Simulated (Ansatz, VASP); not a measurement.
**Two plane-wave programs on BeS**

```xyz
2
Lattice="0.0000 2.5653 2.3273 2.5653 0.0000 2.3273 2.5653 2.5653 0.0000" Properties=species:S:1:pos:R:3 pbc="T T T"
Be    0.0000    0.0000    0.0000
S     1.2826    1.2826    1.1636
```

Change from the starting cell: epitaxial_xy strain +5.4%.

Alike in both runs: task single point; functional PBE; k mesh 10 × 10 × 10; occupations fermi-dirac, width 0.02 eV; no spin polarisation.

```csv
,VASP,Ansatz
version,VASP 6.6.1,Ansatz 0.2.0
potentials or method,"VASP PAW PBE potentials, release 64 (Be, S)","plane waves, PAW"
plane-wave cutoff (eV),520,420
valence electrons in the cell,8,8
```

```tsv
	VASP	Ansatz	Ansatz less VASP
gap on the k mesh at the Fermi level (eV)	2.59	2.59	-0.003
pressure (GPa)	-4.7	-4.7	-0.01
traceless stress, the component that is largest in VASP (GPa)	5.12	5.14	+0.018
```
